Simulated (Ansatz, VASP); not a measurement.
## YSiNi4: VASP beside Ansatz

The input INCAR:

```
SYSTEM = YSiNi4
PREC     = Accurate       ! precision mode
ENCUT    = 600            ! plane-wave cutoff, eV
EDIFF    = 1E-6           ! SCF threshold, eV
ISMEAR   = 0              ! smearing method
SIGMA    = 0.1            ! smearing width, eV
LREAL    = .False.        ! projectors in reciprocal space
LASPH    = .True.         ! aspherical terms in the spheres
NELM     = 120            ! most SCF steps
ALGO     = Normal         ! electronic algorithm
ISIF     = 2              ! what is computed and relaxed
LWAVE    = .False.        ! write WAVECAR
LCHARG   = .False.        ! write CHGCAR
GGA      = CA             ! functional
NBANDS   = 36             ! bands
GGA_COMPAT= .False.
```

File KPOINTS:

```
Automatic mesh
0
Gamma
  4 4 6
  0 0 0
```

File POSCAR:

```
YSiNi4
1.0
    2.5127727500     -4.0591227500      0.0000000000
    2.5127727500      4.0591227500      0.0000000000
    0.0000000000      0.0000000000      3.9087789800
Y Si Ni
1 1 4
Direct
    0.0000000000      0.0000000000      0.0000000000
    0.5000000000      0.5000000000      0.5000000000
    0.3412511900      0.6587488100      0.0000000000
    0.6587488100      0.3412511900      0.0000000000
    0.5000000000      0.0000000000      0.5000000000
    0.0000000000      0.5000000000      0.5000000000
```

Input for Ansatz:

```yaml
crystal:
  lattice:
    - [2.51277275, -4.05912275, 0.0]
    - [2.51277275, 4.05912275, 0.0]
    - [0.0, 0.0, 3.90877898]
  atoms:
    - { symbol: "Y", position: [0.0, 0.0, 0.0] }
    - { symbol: Si, position: [0.5, 0.5, 0.5] }
    - { symbol: Ni, position: [0.34125119, 0.65874881, 0.0] }
    - { symbol: Ni, position: [0.65874881, 0.34125119, 0.0] }
    - { symbol: Ni, position: [0.5, 0.0, 0.5] }
    - { symbol: Ni, position: [0.0, 0.5, 0.5] }
basis:
  ecutwfc: 420
kpoints:
  mp_grid: { grid: [4, 4, 6] }
hamiltonian:
  xc: lda
  pseudopotentials: { kind: paw }
scf:
  occupations: { method: gaussian, width: 0.1 }
output:
  forces: true
  stress: true
  eigenvalues: true
```

Alike in both runs: task single point; functional LDA; k mesh 4 × 4 × 6; occupations gaussian, width 0.1 eV; no spin polarisation.

|  | VASP | Ansatz |
| --- | --- | --- |
| version | VASP 6.6.1 | Ansatz 0.2.0 |
| potentials or method | VASP PAW LDA potentials, release 64 (Y_sv, Si, Ni), cutoff 600 eV | scalar-relativistic, plane waves, PAW |
| valence electrons in the cell | 55 | 87 |

VASP gave:

* gap on the k mesh at the Fermi level (eV): none
* pressure (GPa): -7.0
* traceless stress, the component that is largest in VASP (GPa): 0.36
* rms of the force components (eV/Å): 0.023

**Question.** Estimate Ansatz's values.

**Answer.** gap on the k mesh at the Fermi level (eV): none; pressure (GPa): -7.2; traceless stress, the component that is largest in VASP (GPa): 0.47; rms of the force components (eV/Å): 0.023.

LDA's correlation is that of Perdew and Zunger in VASP and of Perdew and Wang (1992) in Ansatz. Atom by atom the forces differ by 0.000 eV/Å (rms over components). A gap of «none» marks a metal or a gap that the smearing closes. VASP's potentials hold 55 valence electrons a cell and Ansatz's 87, so a difference there can come from the potentials and not from the codes.

The k mesh is coarse, so the values compare programs but aren't converged.
